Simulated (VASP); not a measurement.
A run of VASP 6.6.1 is set up as follows.

File INCAR:

```
SYSTEM = ZnInC2N2
  ALGO = Normal
  EDIFF = 1E-6
  ENCUT = 520
  GGA = PE
  ISIF = 2
  ISMEAR = 0
  LASPH = .TRUE.
  LCHARG = .TRUE.
  LELF = .TRUE.
  LREAL = .FALSE.
  LVHAR = .TRUE.
  LWAVE = .FALSE.
  NBANDS = 30
  NELM = 100
  PREC = Accurate
  SIGMA = 0.1
```

KPOINTS

```
k-points
0
G
  6 4 4
  0 0 0
```

File POSCAR:

```
ZnInC2N2
1.0
    3.6205688850     -0.1242571743     -0.3575441674
    0.0927880709      4.2437307795     -0.5632553798
    1.0715246851      0.8021652787      5.9120245505
Zn In C N
1 1 2 2
Direct
    0.5000000000      0.0000000000      0.5000000000
    0.0000000000      0.0000000000      0.0000000000
    0.6697931232      0.3368980322      0.7049398396
    0.3302068768      0.6631019678      0.2950601604
    0.6769125693      0.6145054732      0.7216879029
    0.3230874307      0.3854945268      0.2783120971
```

Potentials or basis: VASP PAW PBE potentials, release 64 (Zn, In_d, C, N).

Run with:

```console
$ cat potpaw_PBE.64/Zn/POTCAR potpaw_PBE.64/In_d/POTCAR potpaw_PBE.64/C/POTCAR potpaw_PBE.64/N/POTCAR > POTCAR
$ mpirun -np 1 vasp_std > vasp.out
```

Question: Estimate the pressure.

Answer: 0.5 GPa.

Question: Predict the band gap on the k mesh.

Answer: Zero (an odd number of electrons rules out a gap without spin polarisation).

Forces on the atoms (eV/Å):
```
Zn   0.000  0.000  0.000
In   0.000  0.000  0.000
C    0.010 -0.270  0.036
C   -0.010  0.270 -0.036
N    0.008  0.295 -0.010
N   -0.008 -0.295  0.010
```

Caveat: the k points lie up to 0.37 Å⁻¹ apart, too coarse for converged energies and pressures of a metal; spin-orbit coupling is left out, which moves the levels of the heavy elements.
